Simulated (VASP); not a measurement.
Set up this calculation in VASP 6.6.1, as the native input.

```
Task                   : relaxation of cell and atoms
Functional             : PBE
Potentials or basis    : VASP PAW PBE potentials, release 64 (Mo_sv, Ru_pv)
Cutoff                 : 600 eV
k mesh                 : 6 × 6 × 2
Occupations            : gaussian, width 0.1 eV
Spin                   : no spin polarisation
Dipole correction      : no
Further INCAR settings : ALGO = Fast; EDIFF = 1e-06; IBRION = 2; EDIFFG = -0.04; NSW = 90; ISIF = 3
```

The structure of Mo3Ru lies in POSCAR:

```
Mo3Ru
1.0
    2.8970651600      0.0000000000      0.0000000000
   -1.4485325800      2.5089320200      0.0000000000
    0.0000000000      0.0000000000      9.2647284700
Mo Ru
3 1
Direct
    0.3333333300      0.6666666700      0.5000000000
    0.6666666700      0.3333333300      0.2500000000
    0.6666666700      0.3333333300      0.7500000000
    0.3333333300      0.6666666700      0.0000000000
```

These files were run (other wordings do the same):

INCAR

```
SYSTEM = Mo3Ru
  ALGO = Fast
  EDIFF = 1E-6
  EDIFFG = -0.04
  ENCUT = 600
  GGA = PE
  IBRION = 2
  ISIF = 3
  ISMEAR = 0
  LASPH = .True.
  LCHARG = .False.
  LREAL = .False.
  LWAVE = .False.
  NELM = 60
  NSW = 90
  PREC = Accurate
  SIGMA = 0.1
```

KPOINTS

```
k-points
0
Gamma
  6 6 2
  0 0 0
```

Potentials or basis: VASP PAW PBE potentials, release 64 (Mo_sv, Ru_pv).

Launch:

```console
$ cat potpaw_PBE.64/Mo_sv/POTCAR potpaw_PBE.64/Ru_pv/POTCAR > POTCAR
$ mpirun -np 1 vasp_std > vasp.out
```

Results of the run:

```yaml
Relaxed_volume: 15.45 Å³/atom
Relaxed_cell: a = 2.776 Å, b = 2.776 Å, c = 9.259 Å, α = 90.00°, β = 90.00°, γ = 120.00°
Space_group_after_relaxing_to_0.05_Å: P-6m2 (No. 187)
Energy_gained_by_relaxing: 138.0 meV/atom
Ionic_steps: 11
Pressure_after_relaxing: -0.2 GPa
Largest_force_after_relaxing: 0.039 eV/Å
Band_gap_on_the_k_mesh: zero (band 28 reaches 13.50 eV, above the bottom of band 29 at 11.57 eV)
```

Caveat: the k points lie up to 0.44 Å⁻¹ apart in the final cell.

Run time: 7.2 min on 1 thread of Intel(R) Xeon(R) Platinum 8259CL CPU @ 2.50GHz (Skylake/Cascade Lake) (shared host), peak memory 0.23 GiB.
